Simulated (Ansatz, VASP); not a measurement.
**AgI in VASP and in Ansatz**

INCAR

```
PREC = Accurate ; ENCUT = 500
EDIFF = 1E-6 ; ISMEAR = -1
SIGMA = 0.02 ; LREAL = False
LASPH = True ; NELM = 120
ALGO = Normal ; ISIF = 2
LWAVE = False ; LCHARG = True
GGA = CA ; LELF = True
LVHAR = True ; NBANDS = 26
GGA_COMPAT = False
```

The input KPOINTS:

```
Automatic mesh
0
Gamma
  8 8 4
```

Contents of POSCAR:

```
AgI
1.0
    4.5800015808      0.0000000000      0.0000000000
   -2.2900007904      3.9663977183      0.0000000000
    0.0000000000      0.0000000000      7.5100000000
Ag I
2 2
Direct
    0.3333333333      0.6666666667      0.0000000000
    0.6666666667      0.3333333333      0.5000000000
    0.3333333333      0.6666666667      0.3750000000
    0.6666666667      0.3333333333      0.8750000000
```

Input for Ansatz:

```yaml
crystal:
  lattice:
    - [4.5800015808, 0.0, 0.0]
    - [-2.2900007904, 3.9663977183, 0.0]
    - [0.0, 0.0, 7.51]
  atoms:
    - { symbol: Ag, position: [0.3333333333, 0.6666666667, 0.0] }
    - { symbol: Ag, position: [0.6666666667, 0.3333333333, 0.5] }
    - { symbol: I, position: [0.3333333333, 0.6666666667, 0.375] }
    - { symbol: I, position: [0.6666666667, 0.3333333333, 0.875] }
kpoints:
  mp_grid: { grid: [8, 8, 4] }
  band_path:
    path:
      - [0.0, 0.0, 0.0]
      - [0.5, 0.0, 0.0]
      - [0.3333333333, 0.3333333333, 0.0]
      - [0.0, 0.0, 0.0]
      - [0.0, 0.0, 0.5]
      - [0.5, 0.0, 0.5]
      - [0.3333333333, 0.3333333333, 0.5]
      - [0.0, 0.0, 0.5]
      - [0.5, 0.0, 0.5]
    npoints: 14
scf:
  occupations: { method: fermi_dirac, width: 0.02 }
hamiltonian:
  xc: lda
  pseudopotentials: { kind: all_electron, lapw: { basis_error: 0.001 } }
output:
  forces: true
  stress: true
  eigenvalues: true
  populations: true
  dos: { projected: true, de: 0.2, e_range: [-14, 8] }
```

Alike in both runs: task single point; functional LDA; k mesh 8 × 8 × 4; occupations fermi-dirac, width 0.02 eV; no spin polarisation.

|  | VASP | Ansatz |
| --- | --- | --- |
| version | VASP 6.6.1 | Ansatz 0.2.0 |
| potentials or method | VASP PAW LDA potentials, release 64 (Ag, I), cutoff 500 eV | all-electron LAPW, scalar-relativistic |

Ansatz gave:

```
gap on the k mesh at the Fermi level (eV)                     : 1.08
pressure (GPa)                                                : -2.2
traceless stress, the component that is largest in VASP (GPa) : -0.11
rms of the force components (eV/Å)                            : 0.005
```

Task: What did VASP give for the same quantities?

Result: gap on the k mesh at the Fermi level (eV): 1.11; pressure (GPa): -2.2; traceless stress, the component that is largest in VASP (GPa): -0.11; rms of the force components (eV/Å): 0.005.

LDA's correlation is that of Perdew and Zunger in VASP and of Perdew and Wang (1992) in Ansatz. Atom by atom the forces differ by 0.000 eV/Å (rms over components). Ansatz ran all-electron here, and VASP with PAW potentials.

Neither program's run includes spin-orbit coupling.
